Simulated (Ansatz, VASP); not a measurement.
One calculation of ZnCd2Se3, two programs

```xyz
6
Lattice="3.8046 0.0000 0.0000 0.0000 3.8046 0.0000 0.0000 0.0000 11.7672" Properties=species:S:1:pos:R:3 pbc="T T T"
Zn    0.0000    0.0000    0.0000
Cd    0.0000    1.9023    6.9982
Cd    1.9023    0.0000    4.7690
Se    0.0000    1.9023    4.1697
Se    1.9023    0.0000    7.5975
Se    1.9023    1.9023    0.0000
```

Change from the starting cell: species swapped into the Ti2CuSb3 type (P-4m2, No. 115).

Alike in both runs: functional PBE; k mesh 10 × 10 × 4; occupations gaussian, width 0.1 eV; no spin polarisation.

Ansatz relaxed the structure, and its values are those at the end. VASP's run is a single point on that final structure, the one shown.

```csv
,VASP,Ansatz
version,VASP 6.6.1,Ansatz 0.2.0
potentials or method,"VASP PAW PBE potentials, release 64 (Zn, Cd, Se), cutoff 520 eV","scalar-relativistic, plane waves, PAW"
valence electrons in the cell,54,100
```

Ansatz gave:

- gap on the k mesh at the Fermi level (eV): none
- pressure (GPa): 0.0
- rms of the force components (eV/Å): 0.000

Q: Estimate VASP's values.

A: gap on the k mesh at the Fermi level (eV): none; pressure (GPa): 0.3; rms of the force components (eV/Å): 0.014.

A gap of «none» marks a metal or a gap that the smearing closes. VASP's potentials hold 54 valence electrons a cell and Ansatz's 100, so a difference there can come from the potentials and not from the codes.
